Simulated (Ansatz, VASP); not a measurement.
**KCl: VASP beside Ansatz**

```
CELL_PARAMETERS angstrom
0.00000 3.16659 3.16659
3.16659 0.00000 3.16659
3.16659 3.16659 0.00000
ATOMIC_POSITIONS crystal
K 0.00000 0.00000 0.00000
Cl 0.50000 0.50000 0.50000
```

Change from the starting cell: volume scaled by 1.01.

Alike in both runs: task single point; functional PBEsol; k mesh 7 × 7 × 7; occupations fermi-dirac, width 0.03 eV; no spin polarisation.

|  | VASP | Ansatz |
| --- | --- | --- |
| version | VASP 6.6.1 | Ansatz 0.2.0 |
| potentials or method | VASP PAW PBE potentials, release 64 (K_sv, Cl), cutoff 520 eV | all-electron LAPW, scalar-relativistic |

Ansatz gave:

| Property | Result |
| --- | --- |
| gap on the k mesh at the Fermi level (eV) | 4.97 |
| pressure (GPa) | -0.7 |

Problem. Which values does VASP return?

Solution. gap on the k mesh at the Fermi level (eV): 4.96; pressure (GPa): -0.7.

VASP's potentials were made for PBE, not for PBEsol. Ansatz ran all-electron here, and VASP with PAW potentials.
